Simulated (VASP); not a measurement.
# TePb (Fm-3m) in VASP: a series of runs, part 2 of 2

VASP 6.6.1. Earlier steps stand in the parts before.

### Step 3. Relaxation of cell and atoms, LDA

This run uses another cell than the first one, of 33.73 Å³/atom, 0.779 times its volume.

Contents of INCAR:

```
PREC = Accurate ; ENCUT = 500
EDIFF = 1E-7 ; ISMEAR = -1
SIGMA = 0.05 ; LREAL = F
LASPH = T ; NELM = 120
ALGO = Normal ; ISIF = 3
LWAVE = F ; LCHARG = F
IBRION = 2 ; NSW = 60
EDIFFG = -0.01 ; GGA_COMPAT = F
NELMIN = 4
```

Contents of KPOINTS:

```
regular mesh
0
Gamma
  7 7 7
```

Contents of POSCAR:

```
TePb
1.0
    0.0000000000      3.2310000000      3.2310000000
    3.2310000000      0.0000000000      3.2310000000
    3.2310000000      3.2310000000      0.0000000000
Pb Te
1 1
Direct
    0.0000000000      0.0000000000      0.0000000000
    0.5000000000      0.5000000000      0.5000000000
```

Potentials or basis: VASP PAW LDA potentials, release 64 (Pb_d, Te).

On the command line:

```bash
$ cat potpaw_LDA.64/Pb_d/POTCAR potpaw_LDA.64/Te/POTCAR > POTCAR
$ mpirun -np 1 vasp_std > vasp.out
```

Run time: 20 s. Hardware: 1 thread of Intel Xeon 6975P-C (Granite Rapids), shared host; peak memory 0.18 GiB.

Results (log left out):

| Property | Result |
| --- | --- |
| Free energy | -8.7776 eV |
| Relaxed volume | 32.50 Å³/atom |
| Relaxed cell | a = 4.513 Å, b = 4.513 Å, c = 4.513 Å, α = 60.00°, β = 60.00°, γ = 60.00° |
| Space group after relaxing (to 0.05 Å) | Fm-3m (No. 225) |
| Energy gained by relaxing | 6.6 meV/atom |
| Ionic steps | 3 |
| Pressure after relaxing | 0.0 GPa |

Step by step:
```
step  energy change (eV)  largest force (eV/Å)  pressure (GPa)  volume (Å³)
   1              0.0000                0.0000           -1.67        67.46
   2             -0.0111                0.0000            0.73        64.08
   3             -0.0132                0.0000           -0.01        65.01
```

Final structure:
```yaml
crystal:
  lattice:
    - [0.00000, 3.19137, 3.19137]
    - [3.19137, 0.00000, 3.19137]
    - [3.19137, 3.19137, 0.00000]
  atoms:
    - { symbol: Pb, position: [0.00000, 0.00000, 0.00000] }
    - { symbol: Te, position: [0.50000, 0.50000, 0.50000] }
```

Levels at points of the mesh, in eV from the Fermi level:
| k point | band 7 | band 8 | band 9 | band 10 | band 11 | band 12 | band 13 | band 14 |
| --- | --- | --- | --- | --- | --- | --- | --- | --- |
| (0.00, 0.00, 0.00) | -5.90 | -1.81 | -1.81 | -1.81 | 3.70 | 3.70 | 3.70 | 5.37 |

Caveat: this odd mesh misses L, where the gap lies, so gap, dielectric constants and Born charges aren't listed; spin-orbit coupling is left out, which moves the levels of the heavy elements.

### Step 4. Relaxation of cell and atoms, PBE exchange alone

This run uses another cell than the first one, of 33.73 Å³/atom, 0.779 times its volume.

Contents of INCAR:

```
  PREC = Accurate
  ENCUT = 500
  EDIFF = 1E-7
  ISMEAR = -1
  SIGMA = 0.05
  LREAL = F
  LASPH = T
  NELM = 120
  ALGO = Normal
  ISIF = 3
  LWAVE = F
  LCHARG = F
  GGA = PE
  ALDAC = 0.0
  AGGAC = 0.0
  IBRION = 2
  NSW = 60
  EDIFFG = -0.01
  GGA_COMPAT = F
  NELMIN = 4
```

KPOINTS is that of step 3.

POSCAR is that of step 3.

Potentials or basis: VASP PAW PBE potentials, release 64 (Pb_d, Te).

On the command line:

```bash
$ cat potpaw_PBE.64/Pb_d/POTCAR potpaw_PBE.64/Te/POTCAR > POTCAR
$ mpirun -np 1 vasp_std > vasp.out
```

OUTCAR:

```text
PREC = Accurate
   ENCUT = 500
   EDIFF = 1E-7
   ISMEAR = -1
   LREAL = F
   LASPH = T
   NELM = 120
   ISIF = 3
   GGA = PE
   IBRION = 2
   NSW = 60
   EDIFFG = -0.01
   NELMIN = 4

 ion  position               nearest neighbor table
   1  0.000  0.000  0.000-   2 3.23   2 3.23   2 3.23   2 3.23   2 3.23   2 3.23
   2  0.500  0.500  0.500-   1 3.23   1 3.23   1 3.23   1 3.23   1 3.23   1 3.23

  LATTYP: Found a face centered cubic cell.
 ALAT       =     6.4620000000

  Lattice vectors:

 A1 = (   0.0000000000,   3.2310000000,   3.2310000000)
 A2 = (   3.2310000000,   0.0000000000,   3.2310000000)
 A3 = (   3.2310000000,   3.2310000000,   0.0000000000)

Analysis of symmetry for initial positions (statically):
=====================================================================
 Subroutine PRICEL returns:
[... 184 lines left out ...]
      7       1.4419      2.00000
      8       5.7531      2.00000
      9       5.7531      2.00000
     10       5.7531      2.00000
     11      11.1298      0.00000
     12      11.1298      0.00000
     13      11.1298      0.00000
     14      13.0915      0.00000
[... 428 lines left out ...]
--------------------------------------- Ionic step        4  -------------------------------------------

 number of electron      19.9999999 magnetization

 Free energy of the ion-electron system (eV)
  ---------------------------------------------------
  ext. energy  EPLUGINS =         0.00000000
  ---------------------------------------------------
  free energy    TOTEN  =        -5.46876608 eV

  energy without entropy =       -5.46876543  energy(sigma->0) =       -5.46876576

 E-fermi :   4.8652     XC(G=0):  -6.7122

 val. band max:        4.2078500518   @ k =  -0.2857   0.1429   0.0000
 cond. band min:       5.4419318056   @ k =   0.4286   0.0000   0.0000
 fundamental gap:      1.2340817538
 Fermi energy:         4.8651531629

 k-point     1 :       0.0000    0.0000    0.0000
  band No.  band energies     occupation
      1     -12.1436      2.00000
      2     -12.1436      2.00000
      3     -12.1436      2.00000
      4     -12.1416      2.00000
      5     -12.1416      2.00000
      6      -6.0961      2.00000
      7      -2.0408      2.00000
      8       3.6471      2.00000
      9       3.6471      2.00000
     10       3.6471      2.00000
     11       7.8079      0.00000
     12       7.8079      0.00000
     13       7.8079      0.00000
     14      10.5933      0.00000
[... 350 lines left out ...]
  FREE ENERGIE OF THE ION-ELECTRON SYSTEM (eV)
  ---------------------------------------------------
  free  energy   TOTEN  =        -5.4687660810 eV

  energy  without entropy=       -5.4687654321  energy(sigma->0) =       -5.46876576

 reached required accuracy - stopping structural energy minimisation
```

Wall time 36 s (1 thread of Intel Xeon 6975P-C (Granite Rapids), shared host); peak memory 0.22 GiB.

What came out:

```
Free energy                            : -5.4688 eV
Relaxed volume                         : 43.38 Å³/atom
Relaxed cell                           : a = 4.969 Å, b = 4.969 Å, c = 4.969 Å, α = 60.00°, β = 60.00°, γ = 60.00°
Space group after relaxing (to 0.05 Å) : Fm-3m (No. 225)
Energy gained by relaxing              : 243.9 meV/atom
Ionic steps                            : 4
Pressure after relaxing                : 0.0 GPa
```

Step by step:
| step | energy change (eV) | largest force (eV/Å) | pressure (GPa) | volume (Å³) |
| --- | --- | --- | --- | --- |
| 1 | 0.0000 | 0.0000 | 10.20 | 67.46 |
| 2 | -0.4759 | 0.0000 | -0.93 | 90.66 |
| 3 | -0.4877 | 0.0000 | 0.11 | 86.35 |
| 4 | -0.4878 | 0.0000 | -0.01 | 86.77 |

Final structure:
```yaml
crystal:
  lattice:
    - [0.00000, 3.51378, 3.51378]
    - [3.51378, 0.00000, 3.51378]
    - [3.51378, 3.51378, 0.00000]
  atoms:
    - { symbol: Pb, position: [0.00000, 0.00000, 0.00000] }
    - { symbol: Te, position: [0.50000, 0.50000, 0.50000] }
```

Caveat: this odd mesh misses L, where the gap lies, so gap, dielectric constants and Born charges aren't listed; the volume moved by over 15 % at a fixed basis, so the end points are rough; spin-orbit coupling is left out, which moves the levels of the heavy elements; the volume moved by +29 % from the deposited cell, more than functionals usually miss. Zero-point motion and thermal expansion aren't in these numbers.

### Step 5. The runs side by side

```csv
task,level,potentials or basis,cell,pressure (GPa),relaxed volume (Å³/atom)
single point,PBE exchange alone,"VASP PAW PBE potentials, release 64 (Pb_d, Te)","a = 4.966 Å, angles 60.0°, 2 atoms",0.0,-
relaxation of cell and atoms,LDA,"VASP PAW LDA potentials, release 64 (Pb_d, Te)","relaxed from a = 4.569 Å, angles 60.0°, 2 atoms",0.0,32.50
relaxation of cell and atoms,PBE exchange alone,"VASP PAW PBE potentials, release 64 (Pb_d, Te)","relaxed from a = 4.569 Å, angles 60.0°, 2 atoms",0.0,43.38
```

Alike in all rows: no spin polarisation; k mesh 7 × 7 × 7; cutoff (eV) 500; smearing fermi-dirac 0.05 eV.

Caveats: spin-orbit coupling is left out, which moves the levels of the heavy elements; the volume moved by over 15 % at a fixed basis, so the end points are rough (some runs); the volume moved by +29 % from the deposited cell, more than functionals usually miss (some runs).

Absolute energies hang on the potentials; compare differences alone.
